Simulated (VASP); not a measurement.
# HfO2 (Fm-3m) in VASP: notebook

HfO2 is run at these levels: PBE-based screened hybrid with 25 % exact exchange, BLYP+D3(BJ); tasks: single point.

Program: VASP 6.6.1. These are calculated values, not measurements. Logs are shortened: lines on timing, memory, paths and dates and some standing lists are left out, and cuts for length are marked.

## (1) The cell of the first run

Symmetry: Fm-3m, No. 225, cubic system. The conventional cell has a = 5.115 Å, b = 5.115 Å, c = 5.115 Å, α = 90.00°, β = 90.00°, γ = 90.00°. Within 2.9 Å of Hf (site symmetry m-3m) lie 8 O at 2.21 Å. O (site symmetry -43m) has 4 Hf at 2.21 Å and 6 O at 2.56 Å within 2.9 Å.

## (2) Single point, PBE-based screened hybrid with 25 % exact exchange

The input, POSCAR:

```
HfO2
1.0
    0.0000000000      2.5575000000      2.5575000000
    2.5575000000      0.0000000000      2.5575000000
    2.5575000000      2.5575000000      0.0000000000
Hf O
1 2
Direct
    0.0000000000      0.0000000000      0.0000000000
    0.7500000000      0.7500000000      0.7500000000
    0.2500000000      0.2500000000      0.2500000000
```

The input, INCAR.step1:

```
SYSTEM = HfO2
PREC = Accurate ; ENCUT = 520
EDIFF = 1E-5 ; ISMEAR = -1
SIGMA = 0.05 ; LREAL = .FALSE.
LASPH = .TRUE. ; NELM = 100
ALGO = Normal ; ISIF = 2
LWAVE = .TRUE. ; LCHARG = .FALSE.
GGA = PE ; NBANDS = 18
```

The input, INCAR.step2:

```
SYSTEM = HfO2
PREC = Accurate ; ENCUT = 520
EDIFF = 1E-6 ; ISMEAR = -1
SIGMA = 0.05 ; LREAL = .FALSE.
LASPH = .TRUE. ; NELM = 100
ALGO = Normal ; ISIF = 2
LWAVE = .FALSE. ; LCHARG = .FALSE.
GGA = PE ; LHFCALC = .TRUE.
AEXX = 0.25 ; HFSCREEN = 0.2078699
PRECFOCK = Normal ; ISTART = 1
NBANDS = 18
```

The input, KPOINTS:

```
regular mesh
0
G
  5 5 5
  0 0 0
```

Potentials or basis: VASP PAW PBE potentials, release 64 (Hf_pv, O).

Run with:

```bash
$ cat potpaw_PBE.64/Hf_pv/POTCAR potpaw_PBE.64/O/POTCAR > POTCAR
$ cp INCAR.step1 INCAR
$ mpirun -np 1 vasp_std > vasp.out
$ cp INCAR.step2 INCAR
$ mpirun -np 1 vasp_std > vasp.out
```

OUTCAR:

```text
SYSTEM = HfO2
   PREC = Accurate
   ENCUT = 520
   EDIFF = 1E-6
   ISMEAR = -1
   LREAL = .FALSE.
   LASPH = .TRUE.
   NELM = 100
   ISIF = 2
   GGA = PE
   LHFCALC = .TRUE.
   AEXX = 0.25
   HFSCREEN = 0.2078699
   PRECFOCK = Normal
   ISTART = 1

 ion  position               nearest neighbor table
   1  0.000  0.000  0.000-   2 2.21   2 2.21   2 2.21   2 2.21   3 2.21   3 2.21   3 2.21   3 2.21

   2  0.750  0.750  0.750-   1 2.21   1 2.21   1 2.21   1 2.21
   3  0.250  0.250  0.250-   1 2.21   1 2.21   1 2.21   1 2.21

  LATTYP: Found a face centered cubic cell.
 ALAT       =     5.1150000000

  Lattice vectors:

 A1 = (   0.0000000000,   2.5575000000,   2.5575000000)
 A2 = (   2.5575000000,   0.0000000000,   2.5575000000)
 A3 = (   2.5575000000,   2.5575000000,   0.0000000000)

Analysis of symmetry for initial positions (statically):
=====================================================================
 Subroutine PRICEL returns:
 Original cell was already a primitive cell.

 Routine SETGRP: Setting up the symmetry group for a
 face centered cubic supercell.

 Subroutine GETGRP returns: Found 48 space group operations
 (whereof 48 operations were pure point group operations)
 out of a pool of 48 trial point group operations.

The static configuration has the point symmetry O_h .

Analysis of symmetry for dynamics (positions and initial velocities):
=====================================================================
 Subroutine PRICEL returns:
 Original cell was already a primitive cell.

 Routine SETGRP: Setting up the symmetry group for a
 face centered cubic supercell.

 Subroutine GETGRP returns: Found 48 space group operations
 (whereof 48 operations were pure point group operations)
 out of a pool of 48 trial point group operations.

The dynamic configuration has the point symmetry O_h .

 Subroutine INISYM returns: Found 48 space group operations
 (whereof 48 operations are pure point group operations),
 and found     1 'primitive' translations

----------------------------------------------------------------------------------------

                                     Primitive cell

  volume of cell :      33.4562

  direct lattice vectors                    reciprocal lattice vectors
[... 76 lines left out ...]
   EDIFFG = 0.1E-04   stopping-criterion for IOM
   NSW    =      0    number of steps for IOM
   IBRION =     -1    ionic relax: 0-MD 1-quasi-New 2-CG
   NFREE  =      0    steps in history (QN), initial steepest desc. (CG)
   ISIF   =      2    stress and relaxation
   ISYM   =      3    0-nonsym 1-usesym 2-fastsym
   POTIM  = 0.5000    time-step for ionic-motion
   TEBEG  =    0.0;   TEEND  =   0.0 temperature during run
   PSTRESS=    0.0 pullay stress
   NELECT =      22.0000    total number of electrons
   NUPDOWN=      -1.0000    fix difference up-down
   EMIN   =  10.00;   EMAX   =-10.00  energy-range for DOS
   EFERMI =   0.00;   METHOD = LEGACY
   ISMEAR =    -1;   SIGMA  =   0.05  broadening in eV -4-tet -1-fermi 0-gaus
   EFERMI_NEDOS =   21; number of points for ismear=-14 and -15
   IALGO  =     38    algorithm
   IMIX   =      1    mixing-type and parameters
     AMIX     =   0.40;   BMIX     =  1.00
     AMIX_MAG =   1.60;   BMIX_MAG =  1.00
  volume/ion in A,a.u.               =      11.15        75.26
  Fermi-wavevector in a.u.,A,eV,Ry     =   1.423607  2.690227 27.574337  2.026657
  Thomas-Fermi vector in A             =   2.544186
   LORBIT       =      0    0 simple, 1 ext, 2 COOP (PROOUT), +10 PAW based schemes
   GGA     = PE    functional components
   LHFCALC =     T    Hartree Fock is set to
   PRECFOCK=normal    Normal, Fast or Accurate (Low or Medium for compatibility)
   ENCUT4O =  -1.0   cutoff for four orbital integrals eV
   NKREDX  =     1    reduce k-point grid by
   NKREDY  =     1    reduce k-point grid by
   NKREDZ  =     1    reduce k-point grid by
   AEXX    =    0.2500 exact exchange contribution
   HFSCREEN=    0.2079 screening length (either q_TF or 0.3 A-1)
   HFSCREENC=   0.2079 screening length for correlation (either q_TF or 0.3 A-1)
   ENCUTFOCK=  -1.0 apply spherical cutoff to Coloumb kernel
   IVDW    =     0    specifies the selected vdW correction
   LEPSILON=     F    determine dielectric tensor
   LRPA    =     F    only Hartree local field effects (RPA)
 non-spin polarized calculation
  energy-cutoff  :      520.00
  volume of cell :       33.46
 maximum number of plane-waves:       914
  NGX = 24; NGY = 24; NGZ = 24

 number of electron      21.9999993 magnetization

 Free energy of the ion-electron system (eV)
  ---------------------------------------------------
  ext. energy  EPLUGINS =         0.00000000
  ---------------------------------------------------
  free energy    TOTEN  =       -36.19854387 eV

  energy without entropy =      -36.19854387  energy(sigma->0) =      -36.19854387

 E-fermi :   4.0476     XC(G=0):  -9.5863

 val. band max:        2.8155418494   @ k =  -0.4000   0.4000   0.0000
 cond. band min:       8.4118734472   @ k =   0.0000   0.0000   0.0000
 fundamental gap:      5.5963315979
 Fermi energy:         4.0476399967

 k-point     1 :       0.0000    0.0000    0.0000
  band No.  band energies     occupation
      1     -28.3250      2.00000
      2     -28.3250      2.00000
      3     -28.3250      2.00000
      4     -17.2619      2.00000
      5     -14.1975      2.00000
      6      -2.5909      2.00000
[... 187 lines left out ...]
      5     -15.2868      2.00000
      6      -2.5115      2.00000
[... 10 lines left out ...]
     17      16.5469      0.00000
     18      18.4920      0.00000

------------------------ aborting loop because EDIFF is reached ----------------------------------------

  FORCE on cell =-STRESS in cart. coord.  units (eV):
  Direction    XX          YY          ZZ          XY          YZ          ZX
  --------------------------------------------------------------------------------------
  -------------------------------------------------------------------------------------
  Total       -2.7672150     -2.7672150     -2.7672150      0.0000000     -0.0000000     -0.0000000
  in kB     -132.5185138   -132.5185138   -132.5185138      0.0000000     -0.0000000     -0.0000000
  external PRESSURE =    -132.5185138 kB  Pullay stress =       0.0000000 kB

 VOLUME and BASIS-vectors are now :
 -----------------------------------------------------------------------------
  energy-cutoff  :      520.00
  volume of cell :       33.46
      direct lattice vectors                 reciprocal lattice vectors
     0.000000000  2.557500000  2.557500000    -0.195503421  0.195503421  0.195503421
     2.557500000  0.000000000  2.557500000     0.195503421 -0.195503421  0.195503421
     2.557500000  2.557500000  0.000000000     0.195503421  0.195503421 -0.195503421

 POSITION                                       TOTAL-FORCE (eV/Angst)
 -----------------------------------------------------------------------------------
      0.00000      0.00000      0.00000        -0.000000     -0.000000      0.000000
      3.83625      3.83625      3.83625        -0.000000     -0.000000     -0.000000
      1.27875      1.27875      1.27875         0.000000      0.000000      0.000000
 -----------------------------------------------------------------------------------
    total drift:                               -0.000008      0.000015      0.000001

  FREE ENERGIE OF THE ION-ELECTRON SYSTEM (eV)
  ---------------------------------------------------
  free  energy   TOTEN  =       -36.1985438697 eV

  energy  without entropy=      -36.1985438697  energy(sigma->0) =      -36.19854387
```

OSZICAR.step1:

```text
N       E                     dE             d eps       ncg     rms          rms(c)
DAV:   1     0.935892088935E+02    0.93589E+02   -0.13065E+04   360   0.122E+03
DAV:   2    -0.321273362189E+02   -0.12572E+03   -0.12314E+03   474   0.294E+02
DAV:   3    -0.360391615642E+02   -0.39118E+01   -0.38938E+01   406   0.466E+01
DAV:   4    -0.360633698000E+02   -0.24208E-01   -0.24191E-01   454   0.395E+00
DAV:   5    -0.360635336205E+02   -0.16382E-03   -0.16382E-03   382   0.311E-01    0.453E+01
DAV:   6    -0.303830642998E+02    0.56805E+01   -0.20866E+01   366   0.321E+01    0.399E+01
DAV:   7    -0.302762692582E+02    0.10680E+00   -0.67990E-01   396   0.681E+00    0.285E+01
DAV:   8    -0.302598151932E+02    0.16454E-01   -0.34489E-01   388   0.529E+00    0.101E+01
DAV:   9    -0.302331906195E+02    0.26625E-01   -0.74862E-02   378   0.235E+00    0.275E+00
DAV:  10    -0.302335528537E+02   -0.36223E-03   -0.34224E-03   412   0.444E-01    0.134E-01
DAV:  11    -0.302335837952E+02   -0.30942E-04   -0.18939E-04   402   0.115E-01    0.234E-01
DAV:  12    -0.302335981432E+02   -0.14348E-04   -0.40965E-05   388   0.426E-02    0.451E-03
DAV:  13    -0.302335990323E+02   -0.88919E-06   -0.13794E-06   268   0.882E-03
   1 F= -.30233599E+02 E0= -.30233599E+02  d E =-.797804E-11
```

Run time: 16 min. Hardware: 1 thread of Intel Xeon Platinum 8488C (Sapphire Rapids), shared host; peak memory 0.27 GiB.

What came out:

```yaml
Free_energy: -36.1985 eV
Pressure: -13.3 GPa
Band_gap_on_the_k_mesh: 5.60 eV (least direct gap 5.90 eV)
```

Levels at points of the mesh, in eV from the valence-band top:
```
           k point  band 8  band 9  band 10  band 11  band 12  band 13  band 14  band 15
(0.00, 0.00, 0.00)   -5.41   -0.45    -0.45    -0.45     5.60     5.60     7.39    12.22
```

Caveat: the k points lie up to 0.43 Å⁻¹ apart; the PAW data sets were made with another functional, which shifts forces and pressure a little; spin-orbit coupling is left out, which moves the levels of the heavy elements; an odd mesh through Γ misses points on the zone boundary, where band edges can lie.

## (3) Single point, BLYP+D3(BJ)

This run uses another cell than the first one, of 10.97 Å³/atom.

The input, INCAR:

```
SYSTEM = HfO2
PREC = Accurate
ENCUT = 520
EDIFF = 1E-7
ISMEAR = -1
SIGMA = 0.05
LREAL = .FALSE.
LASPH = .TRUE.
NELM = 60
ALGO = Normal
ISIF = 2
LWAVE = .FALSE.
LCHARG = .FALSE.
GGA = B5
ALDAX = 1.0
AGGAX = 1.0
AGGAC = 1.0
ALDAC = 0.0
IVDW = 12
VDW_S6 = 1.0
VDW_S8 = 2.6996
VDW_A1 = 0.4298
VDW_A2 = 4.2359
NBANDS = 18
```

The input, KPOINTS:

```
regular mesh
0
G
  9 9 9
  0 0 0
```

The input, POSCAR:

```
HfO2
1.0
    0.0000000000      2.5431736752      2.5431736752
    2.5431736752      0.0000000000      2.5431736752
    2.5431736752      2.5431736752      0.0000000000
Hf O
1 2
Direct
    0.0000000000      0.0000000000      0.0000000000
    0.7500000000      0.7500000000      0.7500000000
    0.2500000000      0.2500000000      0.2500000000
```

Potentials or basis: VASP PAW PBE potentials, release 64 (Hf_pv, O).

Run with:

```bash
$ cat potpaw_PBE.64/Hf_pv/POTCAR potpaw_PBE.64/O/POTCAR > POTCAR
$ mpirun -np 1 vasp_std > vasp.out
```

Run time: 34 s. Hardware: 1 thread of Intel Xeon 8259CL, shared host; peak memory 0.18 GiB.

It converged, with:

| Quantity | Value |
| --- | --- |
| Free energy | -30.5130 eV |
| Pressure | -3.0 GPa |
| Band gap on the k mesh | 3.93 eV (least direct gap 4.08 eV) |
| Dispersion energy per atom | -0.538 eV |

Levels at points of the mesh, in eV from the valence-band top:
```csv
k point,band 9,band 10,band 11,band 12,band 13,band 14
"(0.00, 0.00, 0.00)",-0.54,-0.54,-0.54,3.93,3.93,6.13
```

Caveat: the PAW data sets were made with another functional, which shifts forces and pressure a little; spin-orbit coupling is left out, which moves the levels of the heavy elements; an odd mesh through Γ misses points on the zone boundary, where band edges can lie. BLYP gaps usually lie below the measured ones, often by a third to a half.
